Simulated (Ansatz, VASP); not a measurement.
# Si in VASP and in Ansatz

Contents of POSCAR:

```
Si
1.0
   -1.6269149300      1.6269149300      1.3203298500
    1.6269149300     -1.6269149300      1.3203298500
    1.6269149300      1.6269149300     -1.3203298500
Si
1
Direct
    0.0000000000      0.0000000000      0.0000000000
```

File INCAR.step1:

```
SYSTEM = Si
PREC = Accurate
ENCUT = 520
EDIFF = 1E-5
ISMEAR = -1
SIGMA = 0.05
LREAL = .False.
LASPH = .True.
NELM = 60
ALGO = Normal
ISIF = 2
LWAVE = .True.
GGA = PE
NBANDS = 8
```

The input INCAR.step2:

```
SYSTEM = Si
PREC = Accurate
ENCUT = 520
EDIFF = 1E-6
ISMEAR = -1
SIGMA = 0.05
LREAL = .False.
LASPH = .True.
NELM = 60
ALGO = Normal
ISIF = 2
LWAVE = .False.
LCHARG = .True.
GGA = PE
LHFCALC = .True.
AEXX = 0.25
PRECFOCK = Normal
LELF = .True.
LVHAR = .True.
ISTART = 1
NBANDS = 8
```

File KPOINTS:

```
Automatic mesh
0
Gamma
  8 8 8
  0 0 0
```

The input input:

```
crystal:
  lattice:
    - [-1.62691493, 1.62691493, 1.32032985]
    - [1.62691493, -1.62691493, 1.32032985]
    - [1.62691493, 1.62691493, -1.32032985]
  atoms:
    - { symbol: Si, position: [0.0, 0.0, 0.0] }
hamiltonian:
  xc: pbe0
  pseudopotentials: { kind: paw }
kpoints:
  mp_grid: { grid: [8, 8, 8] }
scf:
  occupations: { method: fermi_dirac, width: 0.05 }
output:
  forces: true
  stress: true
  eigenvalues: true
  write_density: true
  write_potential: true
  elf: true
  volumetric_format: npy
```

Alike in both runs: task single point; functional PBE0; k mesh 8 × 8 × 8; occupations fermi-dirac, width 0.05 eV; no spin polarisation.

```csv
,VASP,Ansatz
version,VASP 6.6.1,Ansatz 0.2.0
potentials or method,"VASP PAW PBE potentials, release 64 (Si)",Ansatz PAW
plane-wave cutoff (eV),520,420
valence electrons in the cell,4,4
```

```tsv
	VASP	Ansatz	Ansatz less VASP
gap on the k mesh at the Fermi level (eV)	none	none	-
pressure (GPa)	0.9	1.2	+0.31
traceless stress, the component that is largest in VASP (GPa)	-6.16	-6.13	+0.032
```

A gap of «none» marks a metal or a gap that the smearing closes.

The k mesh is coarse, so the values compare programs but aren't converged.
